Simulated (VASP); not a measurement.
Set up this calculation in VASP 6.6.1, as the native input.

```
Task                    : density of states
Functional              : PBE
Potentials or basis     : VASP PAW PBE potentials, release 64 (Hf_pv, C)
Cutoff                  : 520 eV
k mesh                  : 13 × 13 × 7
Occupations             : fermi-dirac, width 0.08 eV
Spin                    : no spin polarisation
Dipole correction       : no
k mesh for the DOS      : 20 × 20 × 11
Occupations for the DOS : tetrahedron
Further INCAR settings  : ALGO = Normal; EDIFF = 1e-06
```

HfC (wurtzite type):

```xyz
4
Lattice="3.8530 0.0000 0.0000 -1.9265 3.3368 0.0000 0.0000 0.0000 4.6375" Properties=species:S:1:pos:R:3 pbc="T T T"
Hf    0.0000    2.2245   -0.2803
Hf    1.9265    1.1123    2.0385
C     0.0000    2.2245    2.0240
C     1.9265    1.1123    4.3428
```

One way to write it, as run:

POSCAR

```
HfC
1.0
    3.8529833569      0.0000000000      0.0000000000
   -1.9264916784      3.3367814674      0.0000000000
    0.0000000000      0.0000000000      4.6375231178
Hf C
2 2
Direct
    0.3333333333      0.6666666667     -0.0604410183
    0.6666666667      0.3333333333      0.4395589817
    0.3333333333      0.6666666667      0.4364410183
    0.6666666667      0.3333333333      0.9364410183
```

INCAR.step1

```
ALGO = Normal ; EDIFF = 1E-6
ENCUT = 520 ; GGA = PE
ISIF = 2 ; ISMEAR = -1
LASPH = True ; LCHARG = True
LMAXMIX = 4 ; LREAL = False
LWAVE = False ; NBANDS = 22
NELM = 100 ; PREC = Accurate
SIGMA = 0.08
```

KPOINTS.step1

```
k-points
0
Gamma
  13 13 7
```

INCAR.step2

```
ALGO = Normal ; EDIFF = 1E-6
ENCUT = 520 ; GGA = PE
ICHARG = 11 ; ISIF = 2
ISMEAR = -5 ; LASPH = True
LCHARG = False ; LMAXMIX = 4
LORBIT = 10 ; LREAL = False
LWAVE = False ; NEDOS = 1001
NELM = 100 ; PREC = Accurate
SIGMA = 0.08
```

KPOINTS.step2

```
k-points
0
Gamma
  20 20 11
```

Potentials or basis: VASP PAW PBE potentials, release 64 (Hf_pv, C).

Run with:

```bash
$ cat potpaw_PBE.64/Hf_pv/POTCAR potpaw_PBE.64/C/POTCAR > POTCAR
$ cp INCAR.step1 INCAR
$ cp KPOINTS.step1 KPOINTS
$ mpirun -np 1 vasp_std > vasp.out
$ cp INCAR.step2 INCAR
$ cp KPOINTS.step2 KPOINTS
$ mpirun -np 1 vasp_std > vasp.out
```

It gave:

- Valence electrons inside the program's atomic spheres: Hf 8.57; C 2.41

Caveat: spin-orbit coupling is left out, which moves the levels of the heavy elements.

It took 3.5 min on 1 thread of Intel(R) Xeon(R) Platinum 8259CL CPU @ 2.50GHz (Skylake/Cascade Lake), on a shared host, peak memory 0.37 GiB.
